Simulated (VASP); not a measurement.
Input of a VASP 6.6.1 run:

File INCAR:

```
PREC     = Accurate       # precision mode
ENCUT    = 520            # plane-wave cutoff, eV
EDIFF    = 1E-6           # SCF threshold, eV
ISMEAR   = 0              # smearing method
SIGMA    = 0.15           # smearing width, eV
LREAL    = False          # projectors in reciprocal space
LASPH    = True           # aspherical terms in the spheres
NELM     = 60             # most SCF steps
ALGO     = Normal         # electronic algorithm
ISIF     = 2              # what is computed and relaxed
LWAVE    = False          # write WAVECAR
LCHARG   = False          # write CHGCAR
GGA      = PE             # functional
NBANDS   = 21             # bands
```

The input KPOINTS:

```
Automatic mesh
0
Gamma
  12 12 8
```

File POSCAR:

```
Ge
1.0
    0.0000000000      0.0000000000     -2.6877131855
    2.8171193502      0.0000000000      0.0000000000
    0.0000000000     -5.1184904273      0.0000000000
Ge
2
Direct
    0.0000000000      0.5000000000      0.0000000000
    0.0000000000      0.0000000000      0.5000000000
```

Potentials or basis: VASP PAW PBE potentials, release 64 (Ge_d).

Command:

```console
$ cat potpaw_PBE.64/Ge_d/POTCAR > POTCAR
$ mpirun -np 1 vasp_std > vasp.out
```

(1) What does it give for the pressure?

(2) Estimate the band gap on the k mesh.

## Answers

(1) 0.0 GPa.

(2) zero (band 14 reaches 11.27 eV, above the bottom of band 15 at 4.21 eV).
